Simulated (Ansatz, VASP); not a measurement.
**C in VASP and in Ansatz**

```
CELL_PARAMETERS angstrom
2.46648 0.00000 0.00000
-1.23324 2.13604 0.00000
0.00000 0.00000 4.42272
ATOMIC_POSITIONS crystal
C 0.66667 0.33333 0.50000
C 0.33333 0.66667 0.50000
```

Alike in both runs: functional PBE; k mesh 24 × 24 × 12; occupations gaussian, width 0.1 eV; no spin polarisation.

Ansatz relaxed the structure, and its values are those at the end. VASP's run is a single point on that final structure, the one shown.

|  | VASP | Ansatz |
| --- | --- | --- |
| version | VASP 6.6.1 | Ansatz 0.2.0 |
| potentials or method | VASP PAW PBE potentials, release 64 (C), cutoff 520 eV | scalar-relativistic, plane waves, PAW |
| valence electrons in the cell | 8 | 8 |

```tsv
	VASP	Ansatz	Ansatz less VASP
gap on the k mesh at the Fermi level (eV)	none	none	-
pressure (GPa)	0.3	0.0	-0.34
```

A gap of «none» marks a metal or a gap that the smearing closes.
